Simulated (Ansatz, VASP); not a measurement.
## One calculation of PbSe, two programs

Contents of INCAR:

```
SYSTEM = PbSe
ALGO = Normal ; EDIFF = 1E-8
ENCUT = 520 ; GGA = PE
ISIF = 2 ; ISMEAR = -1
LASPH = .True. ; LCHARG = .False.
LEFG = .True. ; LREAL = .False.
LWAVE = .False. ; NBANDS = 17
NELM = 60 ; PREC = Accurate
SIGMA = 0.01
```

The input KPOINTS:

```
k-points
0
Gamma
  9 9 9
  0 0 0
```

The input POSCAR:

```
PbSe
1.0
    0.0000000000      3.0824297301      3.0824297301
    3.0824297301      0.0000000000      3.0824297301
    3.0824297301      3.0824297301      0.0000000000
Pb Se
1 1
Direct
    0.0000000000      0.0000000000      0.0000000000
    0.5000000000      0.5000000000      0.5000000000
```

Input for Ansatz:

```yaml
crystal:
  lattice:
    - [0.0, 3.0824297301, 3.0824297301]
    - [3.0824297301, 0.0, 3.0824297301]
    - [3.0824297301, 3.0824297301, 0.0]
  atoms:
    - { symbol: Pb, position: [0.0, 0.0, 0.0] }
    - { symbol: Se, position: [0.5, 0.5, 0.5] }
kpoints:
  mp_grid: { grid: [9, 9, 9] }
scf:
  occupations: { method: fermi_dirac, width: 0.01 }
hamiltonian:
  xc: pbe
  pseudopotentials: { kind: all_electron, datasets: crystal }
output:
  forces: true
  stress: true
  eigenvalues: true
  efg: { contact_densities: true }
```

Change from the starting cell: volume scaled by 1.02, crystal datasets.

Alike in both runs: task electric field gradients; functional PBE; k mesh 9 × 9 × 9; occupations fermi-dirac, width 0.01 eV; no spin polarisation.

```csv
,VASP,Ansatz
version,VASP 6.6.1,Ansatz 0.2.0
potentials or method,"VASP PAW PBE potentials, release 64 (Pb_d, Se), cutoff 520 eV","all-electron PAW with datasets made for the crystal, scalar-relativistic"
```

|  | VASP | Ansatz | Ansatz less VASP |
| --- | --- | --- | --- |
| pressure (GPa) | 1.2 | 1.3 | +0.02 |

Ansatz ran all-electron here, and VASP with PAW potentials.

Spin-orbit coupling is off throughout.
